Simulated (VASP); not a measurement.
# TiO (P-6m2) in VASP: settings compared, part 2 of 2

VASP 6.6.1. The steps go on from the part before.

## Step 3: Single point, PBEsol

This run uses another cell than the first one, of the same volume but with other edges.

The input, INCAR:

```
SYSTEM = TiO
ALGO = Normal ; EDIFF = 1E-6
ENCUT = 520 ; GGA = PS
ISIF = 2 ; ISMEAR = 0
LASPH = .TRUE. ; LCHARG = .TRUE.
LELF = .TRUE. ; LREAL = .FALSE.
LVHAR = .TRUE. ; LWAVE = .FALSE.
NBANDS = 16 ; NELM = 80
PREC = Accurate ; SIGMA = 0.15
```

The input, KPOINTS:

```
k-points
0
G
  18 18 16
  0 0 0
```

The input, POSCAR:

```
TiO
1.0
    2.7771838616      0.0000000000      0.0000000000
   -1.3885919308      2.4051117751      0.0000000000
    0.0000000000      0.0000000000      3.8565488793
Ti O
1 1
Direct
    0.6666666667      0.3333333333      0.0000000000
    0.0000000000      0.0000000000      0.5000000000
```

Potentials or basis: VASP PAW PBE potentials, release 64 (Ti_sv, O).

Started as:

```
cat potpaw_PBE.64/Ti_sv/POTCAR potpaw_PBE.64/O/POTCAR > POTCAR
mpirun -np 1 vasp_std > vasp.out
```

OUTCAR:

```text
SYSTEM = TiO
   EDIFF = 1E-6
   ENCUT = 520
   GGA = PS
   ISIF = 2
   ISMEAR = 0
   LASPH = .TRUE.
   LREAL = .FALSE.
   NELM = 80
   PREC = Accurate

 ion  position               nearest neighbor table
   1  0.667  0.333  0.000-
   2  0.000  0.000  0.500-

  LATTYP: Found a hexagonal cell.
 ALAT       =     2.7771838616
 C/A-ratio  =     1.3886545045

  Lattice vectors:

 A1 = (   2.7771838616,   0.0000000000,   0.0000000000)
 A2 = (  -1.3885919308,   2.4051117751,   0.0000000000)
 A3 = (   0.0000000000,   0.0000000000,   3.8565488793)

Analysis of symmetry for initial positions (statically):
=====================================================================
 Subroutine PRICEL returns:
 Original cell was already a primitive cell.

 Routine SETGRP: Setting up the symmetry group for a
 hexagonal supercell.

 Subroutine GETGRP returns: Found 12 space group operations
 (whereof 12 operations were pure point group operations)
 out of a pool of 24 trial point group operations.

The static configuration has the point symmetry D_3h.

Analysis of symmetry for dynamics (positions and initial velocities):
=====================================================================
 Subroutine PRICEL returns:
 Original cell was already a primitive cell.

 Routine SETGRP: Setting up the symmetry group for a
 hexagonal supercell.

 Subroutine GETGRP returns: Found 12 space group operations
 (whereof 12 operations were pure point group operations)
 out of a pool of 24 trial point group operations.

The dynamic configuration has the point symmetry D_3h.

 Subroutine INISYM returns: Found 12 space group operations
 (whereof 12 operations are pure point group operations),
 and found     1 'primitive' translations

[... 103 lines left out ...]
   TEBEG  =    0.0;   TEEND  =   0.0 temperature during run
   PSTRESS=    0.0 pullay stress
   NELECT =      18.0000    total number of electrons
   NUPDOWN=      -1.0000    fix difference up-down
   EMIN   =  10.00;   EMAX   =-10.00  energy-range for DOS
   EFERMI =   0.00;   METHOD = LEGACY
   ISMEAR =     0;   SIGMA  =   0.15  broadening in eV -4-tet -1-fermi 0-gaus
   EFERMI_NEDOS =   21; number of points for ismear=-14 and -15
   IALGO  =     38    algorithm
   IMIX   =      4    mixing-type and parameters
     AMIX     =   0.40;   BMIX     =  1.00
     AMIX_MAG =   1.60;   BMIX_MAG =  1.00
  volume/ion in A,a.u.               =      12.88        86.92
  Fermi-wavevector in a.u.,A,eV,Ry     =   1.452734  2.745269 28.714224  2.110436
  Thomas-Fermi vector in A             =   2.570082
   LORBIT       =      0    0 simple, 1 ext, 2 COOP (PROOUT), +10 PAW based schemes
   GGA     = PS    functional components
   LHFCALC =     F    Hartree Fock is set to
   AEXX    =    0.0000 exact exchange contribution
   IVDW    =     0    specifies the selected vdW correction
   LEPSILON=     F    determine dielectric tensor
   LRPA    =     F    only Hartree local field effects (RPA)
 non-spin polarized calculation
 Gauss-broadening in eV      SIGMA  =   0.15
  energy-cutoff  :      520.00
  volume of cell :       25.76
 maximum number of plane-waves:       706
 NGX is ok and might be reduce to    24

 number of electron      18.0000006 magnetization

 Free energy of the ion-electron system (eV)
  ---------------------------------------------------
  ext. energy  EPLUGINS =         0.00000000
  ---------------------------------------------------
  free energy    TOTEN  =       -15.93122160 eV

  energy without entropy =      -15.92678970  energy(sigma->0) =      -15.92900565

 E-fermi :   6.1120     XC(G=0): -11.5766

 val. band max:        6.1075740443   @ k =   0.3333   0.3333   0.2500
 cond. band min:       6.1370383293   @ k =   0.3333   0.2778   0.0000
 fundamental gap:      0.0294642850
 Fermi energy:         6.1119992851

 k-point     1 :       0.0000    0.0000    0.0000
  band No.  band energies     occupation
      1     -51.0880      2.00000
      2     -27.4532      2.00000
      3     -26.9398      2.00000
      4     -26.9398      2.00000
      5     -11.5974      2.00000
      6       2.3626      2.00000
[... 433 lines left out ...]
      3     -27.3352      2.00000
      4     -27.1636      2.00000
      5     -10.4414      2.00000
      6       1.5645      2.00000
[... 8 lines left out ...]
     15      17.3744      0.00000
     16      18.6989      0.00000

 [... further k-points ...]
[... 5 lines left out ...]
  --------------------------------------------------------------------------------------
  -------------------------------------------------------------------------------------
  Total       -0.2561601     -0.2561601    -15.9072855      0.0000000      0.0000000      0.0000000
  in kB      -15.9324787    -15.9324787   -989.3909227      0.0000000      0.0000000      0.0000000
  external PRESSURE =    -340.4186267 kB  Pullay stress =       0.0000000 kB

 VOLUME and BASIS-vectors are now :
 -----------------------------------------------------------------------------
  energy-cutoff  :      520.00
  volume of cell :       25.76
      direct lattice vectors                 reciprocal lattice vectors
     2.777183862  0.000000000  0.000000000     0.360076988  0.207890546  0.000000000
    -1.388591931  2.405111775  0.000000000     0.000000000  0.415781092  0.000000000
     0.000000000  0.000000000  3.856548879     0.000000000  0.000000000  0.259299190

 POSITION                                       TOTAL-FORCE (eV/Angst)
 -----------------------------------------------------------------------------------
      1.38859      0.80170      0.00000        -0.000000      0.000000      0.000000
      0.00000      0.00000      1.92827         0.000000     -0.000000      0.000000
 -----------------------------------------------------------------------------------
    total drift:                               -0.000000      0.000000      0.000000

  FREE ENERGIE OF THE ION-ELECTRON SYSTEM (eV)
  ---------------------------------------------------
  free  energy   TOTEN  =       -15.9312215976 eV

  energy  without entropy=      -15.9267896999  energy(sigma->0) =      -15.92900565
```

stdout:

```text
POSCAR found type information on POSCAR TiO
 POSCAR found :  2 types and       2 ions
 scaLAPACK will be used
 -----------------------------------------------------------------------------
|                                                                             |
|                                                                             |
|     You enforced a specific xc type in the INCAR file but a different       |
|     I HOPE YOU KNOW WHAT YOU ARE DOING!                                     |
|                                                                             |
 -----------------------------------------------------------------------------

 LDA part: xc-table for (Slater+PW92), standard interpolation
 POSCAR, INCAR and KPOINTS ok, starting setup
 FFT: planning ... GRIDC
 FFT: planning ... GRID_SOFT
 FFT: planning ... GRID
 WAVECAR not read
 entering main loop
```

Run time: 70 s. Hardware: 1 thread of Intel Xeon Platinum 8488C (Sapphire Rapids), shared host; peak memory 0.25 GiB.

What came out:

- Free energy: -15.9312 eV
- Pressure: -34.0 GPa
- Band gap on the k mesh: zero (band 9 reaches 6.46 eV, above the bottom of band 10 at 6.08 eV)

Levels at points of the mesh, in eV from the Fermi level:
```csv
k point,band 6,band 7,band 8,band 9,band 10,band 11,band 12,band 13
"(0.00, 0.00, 0.00)",-3.75,-2.96,-0.83,-0.83,1.21,1.21,2.38,2.45
"(0.50, 0.00, 0.00)",-4.79,-3.98,-1.73,-1.09,1.90,1.97,2.82,3.49
"(0.00, 0.00, 0.50)",-6.16,-1.01,-0.56,-0.56,0.62,0.62,2.67,2.67
"(0.50, 0.00, 0.50)",-4.31,-4.13,-1.64,-1.08,0.81,2.18,2.84,3.48
```

Caveat: the PAW data sets were made with another functional, which shifts forces and pressure a little; semilocal functionals often make such compounds metallic where correlation or magnetic order opens a gap, which also shifts bond lengths.

## Step 4: Single point, PBEsol+U

This run uses another cell than the first one, of the same volume but with other edges.

The input, INCAR:

```
SYSTEM = TiO
PREC = Accurate
ENCUT = 600
EDIFF = 1E-6
ISMEAR = 0
SIGMA = 0.15
LREAL = .FALSE.
LASPH = .TRUE.
NELM = 200
ALGO = Normal
ISIF = 2
LWAVE = .FALSE.
LCHARG = .FALSE.
LMAXMIX = 4
LDAU = .TRUE.
LDAUTYPE = 2
LDAUL = 2 -1
LDAUU = 5 0
LDAUJ = 0 0
LDAUPRINT = 1
GGA = PS
NBANDS = 16
GGA_COMPAT = .FALSE.
```

The input, KPOINTS:

```
regular mesh
0
G
  18 18 16
  0 0 0
```

The input, POSCAR:

```
TiO
1.0
    3.1997258881      0.0000000000      0.0000000000
   -1.5998629440      2.7710439042      0.0000000000
    0.0000000000      0.0000000000      2.9052436173
Ti O
1 1
Direct
    0.6666666667      0.3333333333      0.0000000000
    0.0000000000      0.0000000000      0.5000000000
```

Potentials or basis: VASP PAW PBE potentials, release 64 (Ti_sv, O).

Started as:

```
cat potpaw_PBE.64/Ti_sv/POTCAR potpaw_PBE.64/O/POTCAR > POTCAR
mpirun -np 1 vasp_std > vasp.out
```

OUTCAR:

```text
SYSTEM = TiO
   PREC = Accurate
   ENCUT = 600
   EDIFF = 1E-6
   ISMEAR = 0
   LREAL = .FALSE.
   LASPH = .TRUE.
   NELM = 200
   ISIF = 2
   GGA = PS

 ion  position               nearest neighbor table
   1  0.667  0.333  0.000-   2 2.35   2 2.35   2 2.35   2 2.35   2 2.35   2 2.35
   2  0.000  0.000  0.500-   1 2.35   1 2.35   1 2.35   1 2.35   1 2.35   1 2.35

  LATTYP: Found a hexagonal cell.
 ALAT       =     3.1997258881
 C/A-ratio  =     0.9079664068

  Lattice vectors:

 A1 = (   3.1997258881,   0.0000000000,   0.0000000000)
 A2 = (  -1.5998629440,   2.7710439042,   0.0000000000)
[... 664 lines left out ...]
      5     -11.3558      2.00000
      6       0.8607      2.00000
[... 8 lines left out ...]
     15      15.7053      0.00000
     16      19.8775      0.00000

 [... further k-points ...]
[... 5 lines left out ...]
  --------------------------------------------------------------------------------------
  -------------------------------------------------------------------------------------
  Total       -5.7267376     -5.7267376     -3.6388171     -0.0000000      0.0000000      0.0000000
  in kB     -356.1878711   -356.1878711   -226.3247603     -0.0000000      0.0000000      0.0000000
  external PRESSURE =    -312.9001675 kB  Pullay stress =       0.0000000 kB

 VOLUME and BASIS-vectors are now :
 -----------------------------------------------------------------------------
  energy-cutoff  :      600.00
  volume of cell :       25.76
      direct lattice vectors                 reciprocal lattice vectors
     3.199725888  0.000000000  0.000000000     0.312526771  0.180437415  0.000000000
    -1.599862944  2.771043904  0.000000000     0.000000000  0.360874831  0.000000000
     0.000000000  0.000000000  2.905243617     0.000000000  0.000000000  0.344205214

 POSITION                                       TOTAL-FORCE (eV/Angst)
 -----------------------------------------------------------------------------------
      1.59986      0.92368      0.00000         0.000000      0.000000      0.000000
      0.00000      0.00000      1.45262        -0.000000      0.000000      0.000000
 -----------------------------------------------------------------------------------
    total drift:                               -0.000000      0.000000      0.000000

  FREE ENERGIE OF THE ION-ELECTRON SYSTEM (eV)
  ---------------------------------------------------
  free  energy   TOTEN  =       -14.1527027928 eV

  energy  without entropy=      -14.1481996192  energy(sigma->0) =      -14.15045121
```

OSZICAR:

```text
N       E                     dE             d eps       ncg     rms          rms(c)
DAV:   1     0.179884849293E+03    0.17988E+03   -0.10529E+04 10656   0.147E+03
DAV:   2    -0.220389748139E+01   -0.18209E+03   -0.17441E+03 11592   0.389E+02
DAV:   3    -0.179821925111E+02   -0.15778E+02   -0.15625E+02 19776   0.105E+02
DAV:   4    -0.183079050011E+02   -0.32571E+00   -0.32490E+00 11312   0.135E+01
DAV:   5    -0.183144681379E+02   -0.65631E-02   -0.65629E-02 14256   0.163E+00    0.127E+01
DAV:   6    -0.145526341924E+02    0.37618E+01   -0.22675E+01 14464   0.472E+01    0.683E+00
DAV:   7    -0.140853650474E+02    0.46727E+00   -0.17323E+00 14280   0.153E+01    0.235E+00
DAV:   8    -0.141211623025E+02   -0.35797E-01   -0.51952E-01 13632   0.551E+00    0.103E+00
DAV:   9    -0.141352197168E+02   -0.14057E-01   -0.11559E-01 11448   0.402E+00    0.783E-01
DAV:  10    -0.141486326400E+02   -0.13413E-01   -0.72578E-02 15744   0.158E+00    0.256E-01
DAV:  11    -0.141526600426E+02   -0.40274E-02   -0.18878E-02 13384   0.102E+00    0.130E-01
DAV:  12    -0.141526491111E+02    0.10931E-04   -0.19045E-03 13112   0.392E-01    0.275E-02
DAV:  13    -0.141527040809E+02   -0.54970E-04   -0.25419E-04 14056   0.100E-01    0.204E-02
DAV:  14    -0.141527028506E+02    0.12303E-05   -0.46910E-05 16264   0.639E-02    0.507E-03
DAV:  15    -0.141527027928E+02    0.57840E-07   -0.57027E-06  9888   0.165E-02
   1 F= -.14152703E+02 E0= -.14150451E+02  d E =-.450317E-02
```

stdout:

```text
POSCAR found type information on POSCAR TiO
 POSCAR found :  2 types and       2 ions
 scaLAPACK will be used
 -----------------------------------------------------------------------------
|                                                                             |
|                                                                             |
|     You enforced a specific xc type in the INCAR file but a different       |
|     I HOPE YOU KNOW WHAT YOU ARE DOING!                                     |
|                                                                             |
 -----------------------------------------------------------------------------

 LDA part: xc-table for (Slater+PW92), standard interpolation
 POSCAR, INCAR and KPOINTS ok, starting setup
 FFT: planning ... GRIDC
 FFT: planning ... GRID_SOFT
 FFT: planning ... GRID
 WAVECAR not read
 entering main loop
```

It took 2.8 min on 1 thread of AMD EPYC 9R45 (Zen 5), shared host; peak memory 0.25 GiB.

Results:

* Free energy: -14.1527 eV
* Pressure: -31.3 GPa
* Band gap on the k mesh: zero (band 9 reaches 8.63 eV, above the bottom of band 10 at 7.32 eV)

Eigenvalues of the final occupation matrices:
| site | spin | trace | eigenvalues |
| --- | --- | --- | --- |
| site 1 d | 1 | 0.87 | 0.06 0.06 0.17 0.17 0.41 |
| site 1 d | 2 | 0.87 | 0.06 0.06 0.17 0.17 0.41 |

Caveat: the PAW data sets were made with another functional, which shifts forces and pressure a little; U without spin polarisation on a metal has little footing.

## Step 5: The runs side by side

```csv
level,U,cell,cutoff (eV),gap on the mesh (eV),pressure (GPa)
PBEsol,-,"a = 3.265, b = 3.265, c = 2.790 Å, angles 90.0, 90.0, 120.0°, 2 atoms",520,none,-36.6
PBEsol,-,"a = 2.777, b = 2.777, c = 3.857 Å, angles 90.0, 90.0, 120.0°, 2 atoms",520,none,-34.0
PBEsol+U,Ti d U = 5.0 eV,"a = 3.200, b = 3.200, c = 2.905 Å, angles 90.0, 90.0, 120.0°, 2 atoms",600,none,-31.3
```

Alike in all rows: task single point; potentials or basis VASP PAW PBE potentials, release 64 (Ti_sv, O); no spin polarisation; k mesh 18 × 18 × 16; smearing gaussian 0.15 eV.

Caveats: the PAW data sets were made with another functional, which shifts forces and pressure a little; semilocal functionals often make such compounds metallic where correlation or magnetic order opens a gap, which also shifts bond lengths (some runs); U without spin polarisation on a metal has little footing (some runs).

Total energies depend on the potentials used, so only differences within one code and one set of settings carry meaning.
